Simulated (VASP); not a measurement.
Wanted: the native input for a VASP 6.6.1 run.

```
Task                   : single point
Functional             : LDA
Potentials or basis    : VASP PAW LDA potentials, release 64 (Ru_pv, Rh_pv)
Cutoff                 : 500 eV
k mesh                 : 9 × 9 × 5
Occupations            : fermi-dirac, width 0.05 eV
Spin                   : no spin polarisation
Dipole correction      : no
Further INCAR settings : ALGO = Normal; EDIFF = 1e-06; NBANDS = 22
```

The structure of RuRh lies in POSCAR:

```
RuRh
1.0
    2.6674266848      0.0000000000      0.0000000000
   -1.3337133424      2.3100592718      0.0000000000
    0.0000000000      0.0000000000      4.2317554448
Ru Rh
1 1
Direct
    0.0000000000      0.0000000000      0.5000000000
    0.6666666667      0.3333333333      0.0000000000
```

The input as run:

INCAR

```
SYSTEM = RuRh
PREC = Accurate
ENCUT = 500
EDIFF = 1E-6
ISMEAR = -1
SIGMA = 0.05
LREAL = .FALSE.
LASPH = .TRUE.
NELM = 120
ALGO = Normal
ISIF = 2
LWAVE = .FALSE.
LCHARG = .FALSE.
GGA = CA
NBANDS = 22
GGA_COMPAT = .FALSE.
```

KPOINTS

```
regular mesh
0
G
  9 9 5
  0 0 0
```

Potentials or basis: VASP PAW LDA potentials, release 64 (Ru_pv, Rh_pv).

Run with:

```sh
$ cat potpaw_LDA.64/Ru_pv/POTCAR potpaw_LDA.64/Rh_pv/POTCAR > POTCAR
$ mpirun -np 1 vasp_std > vasp.out
```

It gave:

- Pressure: 4.5 GPa
- Band gap on the k mesh: zero (an odd number of electrons rules out a gap without spin polarisation)

Caveat: the cell stands under pressure.

It took 11 s on 1 thread of Intel(R) Xeon(R) Platinum 8259CL CPU @ 2.50GHz (Skylake/Cascade Lake), on a shared host, peak memory 0.14 GiB.
